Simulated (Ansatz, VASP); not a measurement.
**Two plane-wave programs on C10N**

```
C N
1.0
     5.03042    0.00000    0.00000
     0.00000    3.55705    0.00000
     0.00000    0.00000   23.37514
C N
20 2
Direct
  0.25000 0.00000 0.17112
  0.75000 0.00000 0.17112
  0.00000 0.25000 0.17112
  0.50000 0.25000 0.17112
  0.00000 0.50000 0.22492
  0.50000 0.50000 0.22492
  0.25000 0.75000 0.22492
  0.75000 0.75000 0.22492
  0.25000 0.00238 0.27858
  0.75000 0.00238 0.27858
  0.00000 0.24762 0.27858
  0.50000 0.24762 0.27858
  0.00000 0.50947 0.33388
  0.50000 0.50947 0.33388
  0.25000 0.74053 0.33388
  0.75000 0.74053 0.33388
  0.25000 0.02867 0.37968
  0.75000 0.02867 0.37968
  0.00000 0.22133 0.37968
  0.50000 0.22133 0.37968
  0.37500 0.77867 0.52514
  0.37500 0.77867 0.57220
```

Alike in both runs: task single point; functional PBE; dispersion D3(BJ); k mesh 5 × 8 × 1; occupations gaussian, width 0.05 eV; no spin polarisation.

|  | VASP | Ansatz |
| --- | --- | --- |
| version | VASP 6.6.1 | Ansatz 0.2.0 |
| potentials or method | VASP PAW PBE potentials, release 64 (C, N), cutoff 520 eV | scalar-relativistic, plane waves, PAW |
| valence electrons in the cell | 90 | 90 |

Ansatz gave:

* gap on the k mesh at the Fermi level (eV): none
* rms of the force components (eV/Å): 1.137

Problem. Estimate VASP's values.

Solution. gap on the k mesh at the Fermi level (eV): none; rms of the force components (eV/Å): 1.190.

Atom by atom the forces differ by 0.313 eV/Å (rms over components). A gap of «none» marks a metal or a gap that the smearing closes.

Noted on VASP's run: the standard files for N, O and F lose accuracy on very short bonds.
